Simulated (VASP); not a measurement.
A run of VASP 6.6.1:

The input INCAR:

```
ALGO = Normal ; EDIFF = 1E-6
ENCUT = 520 ; GGA = RP
ISIF = 2 ; ISMEAR = -1
LASPH = True ; LCHARG = False
LREAL = False ; LWAVE = False
NBANDS = 70 ; NELM = 80
PREC = Accurate ; SIGMA = 0.1
```

File KPOINTS:

```
k-points
0
Gamma
  7 7 7
```

Contents of POSCAR:

```
Rh
1.0
    4.9176504303      0.0000000000      0.0000000000
    0.0000000000      4.9176504303      0.0000000000
    0.0000000000      0.0000000000      4.9176504303
Rh
8
Direct
    0.0000000000      0.0000000000      1.0000000000
    0.5000000000      0.5000000000      0.5000000000
    0.2500000000      0.0000000000      0.5000000000
    0.7500000000      0.0000000000      0.5000000000
    0.5000000000      0.2500000000      1.0000000000
    0.5000000000      0.7500000000      1.0000000000
    1.0000000000      0.5000000000      0.2500000000
    1.0000000000      0.5000000000      0.7500000000
```

Potentials or basis: VASP PAW PBE potentials, release 64 (Rh_pv).

The run is started by

```console
$ cat potpaw_PBE.64/Rh_pv/POTCAR > POTCAR
$ mpirun -np 1 vasp_std > vasp.out
```

Hardware: 1 thread of Intel(R) Xeon(R) Platinum 8175M CPU @ 2.50GHz (Skylake/Cascade Lake), on a shared host.

Task: Estimate the wall time of this run.

Result: Run time: 2.7 min on 1 thread of Intel(R) Xeon(R) Platinum 8175M CPU @ 2.50GHz (Skylake/Cascade Lake), on a shared host, peak memory 0.29 GiB. Counts: scf iterations 13, k points 20.
